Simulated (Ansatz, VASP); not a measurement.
# Two plane-wave programs on TiB2

POSCAR

```
TiB2
1.0
    2.8329483687      0.0000000000      0.0000000000
   -1.4164741843      2.4534052550      0.0000000000
    0.0000000000      0.0000000000      2.9392322152
Ti B
1 2
Direct
    0.0000000000      0.0000000000      0.0000000000
    0.3333333333      0.6666666667      0.5000000000
    0.6666666667      0.3333333333      0.5000000000
```

Contents of INCAR.step1:

```
SYSTEM = TiB2
PREC     = Accurate       ! precision mode
ENCUT    = 520            ! plane-wave cutoff, eV
ISMEAR   = -1             ! smearing method
SIGMA    = 0.08           ! smearing width, eV
LREAL    = .FALSE.        ! projectors in reciprocal space
LASPH    = .TRUE.         ! aspherical terms in the spheres
NELM     = 100            ! most SCF steps
NBANDS   = 16             ! bands
GGA      = PE             ! functional
ALGO     = Normal         ! electronic algorithm
EDIFF    = 1E-4           ! SCF threshold, eV
LWAVE    = .TRUE.         ! write WAVECAR
LCHARG   = .FALSE.        ! write CHGCAR
```

Contents of INCAR.step2:

```
SYSTEM = TiB2
PREC     = Accurate       ! precision mode
ENCUT    = 520            ! plane-wave cutoff, eV
EDIFF    = 1E-6           ! SCF threshold, eV
ISMEAR   = -1             ! smearing method
SIGMA    = 0.08           ! smearing width, eV
LREAL    = .FALSE.        ! projectors in reciprocal space
LASPH    = .TRUE.         ! aspherical terms in the spheres
NELM     = 100            ! most SCF steps
ALGO     = Normal         ! electronic algorithm
ISIF     = 2              ! what is computed and relaxed
LWAVE    = .FALSE.        ! write WAVECAR
LCHARG   = .TRUE.         ! write CHGCAR
METAGGA  = R2SCAN         ! meta-GGA
LMIXTAU  = .TRUE.       
LELF     = .TRUE.         ! ELF
LVHAR    = .TRUE.       
NBANDS   = 16             ! bands
ISTART   = 1
```

The input KPOINTS:

```
regular mesh
0
G
  12 12 10
  0 0 0
```

Input for Ansatz:

```yaml
crystal:
  lattice:
    - [2.8329483687, 0.0, 0.0]
    - [-1.4164741843, 2.453405255, 0.0]
    - [0.0, 0.0, 2.9392322152]
  atoms:
    - { symbol: Ti, position: [0.0, 0.0, 0.0] }
    - { symbol: B, position: [0.3333333333, 0.6666666667, 0.5] }
    - { symbol: B, position: [0.6666666667, 0.3333333333, 0.5] }
kpoints:
  mp_grid: { grid: [12, 12, 10] }
scf:
  occupations: { method: fermi_dirac, width: 0.08 }
hamiltonian:
  xc: r2scan
  pseudopotentials: { kind: paw }
output:
  forces: true
  stress: true
  eigenvalues: true
  populations: true
```

Change from the starting cell: volume scaled by 0.8, PAW files.

Alike in both runs: task single point; functional r2SCAN; k mesh 12 × 12 × 10; occupations fermi-dirac, width 0.08 eV; no spin polarisation.

```csv
,VASP,Ansatz
version,VASP 6.6.1,Ansatz 0.2.0
potentials or method,"VASP PAW PBE potentials, release 64 (Ti_sv, B)","PAW with Ansatz's default frozen-core files, scalar-relativistic"
plane-wave cutoff (eV),520,500
valence electrons in the cell,18,18
```

|  | VASP | Ansatz | Ansatz less VASP |
| --- | --- | --- | --- |
| pressure (GPa) | 89.8 | 88.5 | -1.28 |
| traceless stress, the component that is largest in VASP (GPa) | 0.09 | 0.03 | -0.060 |

VASP's potentials were made for PBE, not for r2SCAN. Both programs put the cell under a high pressure, so it lies far from rest at this level. The functional is the same, so the differences come from potentials, cutoffs and numerics.

Noted on VASP's run: the cell as given lies far from equilibrium.
